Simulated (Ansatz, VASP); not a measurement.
# Two plane-wave programs on Si2Sb2Se

INCAR

```
PREC = Accurate ; ENCUT = 520
EDIFF = 1E-6 ; ISMEAR = 0
SIGMA = 0.1 ; LREAL = F
LASPH = T ; NELM = 80
ALGO = Normal ; ISIF = 2
LWAVE = F ; LCHARG = T
GGA = PE ; LELF = T
LVHAR = T ; NBANDS = 20
```

KPOINTS

```
regular mesh
0
Gamma
  12 12 8
```

Contents of POSCAR:

```
Si2Sb2Se
1.0
    5.1498552264      0.0000000000      0.0000000000
   -2.5749276132      4.4599054519      0.0000000000
    0.0000000000      0.0000000000      5.5636628851
Si Sb Se
2 2 1
Direct
    0.3333333333      0.6666666667      0.5000000000
    0.6666666667      0.3333333333      0.5000000000
    0.3333333333      0.6666666667      0.0000000000
    0.6666666667      0.3333333333      0.0000000000
    0.0000000000      0.0000000000      0.0000000000
```

Input for Ansatz:

```yaml
crystal:
  lattice:
    - [5.1498552264, 0.0, 0.0]
    - [-2.5749276132, 4.4599054519, 0.0]
    - [0.0, 0.0, 5.5636628851]
  atoms:
    - { symbol: Si, position: [0.3333333333, 0.6666666667, 0.5] }
    - { symbol: Si, position: [0.6666666667, 0.3333333333, 0.5] }
    - { symbol: Sb, position: [0.3333333333, 0.6666666667, 0.0] }
    - { symbol: Sb, position: [0.6666666667, 0.3333333333, 0.0] }
    - { symbol: Se, position: [0.0, 0.0, 0.0] }
basis:
  ecutwfc: 420
kpoints:
  mp_grid: { grid: [12, 12, 8] }
  band_path:
    path:
      - [[0.0, 0.0, 0.0], [0.5, 0.0, 0.0], [0.33333333, 0.33333333, 0.0], [0.0, 0.0, 0.0], [0.0, 0.0, 0.5], [0.5, 0.0, 0.5], [0.33333333, 0.33333333, 0.5], [0.0, 0.0, 0.5]]
      - [[0.5, 0.0, 0.5], [0.5, 0.0, 0.0]]
      - [[0.33333333, 0.33333333, 0.5], [0.33333333, 0.33333333, 0.0]]
    npoints: 14
hamiltonian:
  xc: pbe
scf:
  occupations: { method: gaussian, width: 0.1 }
  n_extra_bands: 12
output:
  forces: true
  stress: true
  eigenvalues: true
  populations: true
  dos: { projected: true, de: 0.02, nscf_kmesh: { grid: [15, 15, 10] } }
  bader: true
  write_density: true
  write_potential: true
  elf: true
  volumetric_format: npy
```

Alike in both runs: task single point; functional PBE; k mesh 12 × 12 × 8; occupations gaussian, width 0.1 eV; no spin polarisation.

|  | VASP | Ansatz |
| --- | --- | --- |
| version | VASP 6.6.1 | Ansatz 0.2.0 |
| potentials or method | VASP PAW PBE potentials, release 64 (Si, Sb, Se), cutoff 520 eV | scalar-relativistic, plane waves, PAW |
| valence electrons in the cell | 24 | 54 |

|  | VASP | Ansatz | Ansatz less VASP |
| --- | --- | --- | --- |
| gap on the k mesh at the Fermi level (eV) | none | none | - |
| pressure (GPa) | 0.0 | 0.0 | -0.01 |
| traceless stress, the component that is largest in VASP (GPa) | 0.09 | 0.00 | -0.087 |

A gap of «none» marks a metal or a gap that the smearing closes. VASP's potentials hold 24 valence electrons a cell and Ansatz's 54, so a difference there can come from the potentials and not from the codes.

Spin-orbit coupling is off throughout.
